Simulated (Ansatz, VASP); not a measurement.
## One calculation of Mg4Cd, two programs

Contents of INCAR:

```
PREC = Accurate ; ENCUT = 520
EDIFF = 1E-6 ; ISMEAR = 0
SIGMA = 0.1 ; LREAL = F
LASPH = T ; NELM = 100
ALGO = Normal ; ISIF = 2
LWAVE = F ; LCHARG = F
NBANDS = 18
```

KPOINTS

```
Automatic mesh
0
Gamma
  8 8 8
```

Contents of POSCAR:

```
Mg4Cd
1.0
    2.4057297542     -5.2655355182      0.0000000000
    2.4057297542      5.2655355182      0.0000000000
    0.0000000000      0.0000000000      4.8560446371
Mg Cd
4 1
Direct
    0.6506380200      0.3493619800      0.0000000000
    0.8447537736      0.1552462264      0.5000000000
    0.3493619800      0.6506380200      0.0000000000
    0.1552462264      0.8447537736      0.5000000000
    0.5000000000      0.5000000000      0.5000000000
```

Input for Ansatz:

```yaml
crystal:
  lattice:
    - [2.4057297542, -5.2655355182, 0.0]
    - [2.4057297542, 5.2655355182, 0.0]
    - [0.0, 0.0, 4.8560446371]
  atoms:
    - { symbol: Mg, position: [0.65063802, 0.34936198, 0.0] }
    - { symbol: Mg, position: [0.8447537736, 0.1552462264, 0.5] }
    - { symbol: Mg, position: [0.34936198, 0.65063802, 0.0] }
    - { symbol: Mg, position: [0.1552462264, 0.8447537736, 0.5] }
    - { symbol: Cd, position: [0.5, 0.5, 0.5] }
basis:
  ecutwfc: 420
kpoints:
  mp_grid: { grid: [8, 8, 8] }
  band_path:
    path:
      - [[0.0, 0.0, 0.0], [-0.5, 0.5, 0.0], [-0.30218535, 0.69781465, 0.0]]
      - [[0.30218535, 0.30218535, 0.0], [0.0, 0.0, 0.0], [0.0, 0.0, 0.5], [0.30218535, 0.30218535, 0.5]]
      - [[-0.30218535, 0.69781465, 0.5], [-0.5, 0.5, 0.5], [-0.5, 0.5, 0.0]]
      - [[0.0, 0.0, 0.0], [0.0, 0.5, 0.0], [0.0, 0.5, 0.5], [0.0, 0.0, 0.5], [-0.5, 0.5, 0.5]]
    npoints: 14
hamiltonian:
  xc: lda
scf:
  occupations: { method: gaussian, width: 0.1 }
  n_extra_bands: 12
output:
  forces: true
  stress: true
  eigenvalues: true
  populations: true
  dos: { projected: true, de: 0.02, nscf_kmesh: { grid: [10, 10, 10] } }
  bader: true
  write_density: true
  write_potential: true
  elf: true
  volumetric_format: npy
```

Alike in both runs: task single point; functional LDA; k mesh 8 × 8 × 8; occupations gaussian, width 0.1 eV; no spin polarisation.

```csv
,VASP,Ansatz
version,VASP 6.6.1,Ansatz 0.2.0
potentials or method,"VASP PAW LDA potentials, release 64 (Mg, Cd), cutoff 520 eV","scalar-relativistic, plane waves, PAW"
valence electrons in the cell,20,60
```

|  | VASP | Ansatz | Ansatz less VASP |
| --- | --- | --- | --- |
| gap on the k mesh at the Fermi level (eV) | none | none | - |
| pressure (GPa) | -3.0 | -2.7 | +0.27 |
| traceless stress, the component that is largest in VASP (GPa) | -0.14 | -0.07 | +0.062 |
| rms of the force components (eV/Å) | 0.039 | 0.041 | +0.0027 |

LDA's correlation is that of Perdew and Zunger in VASP and of Perdew and Wang (1992) in Ansatz. Atom by atom the forces differ by 0.004 eV/Å (rms over components). A gap of «none» marks a metal or a gap that the smearing closes. VASP's potentials hold 20 valence electrons a cell and Ansatz's 60, so a difference there can come from the potentials and not from the codes.
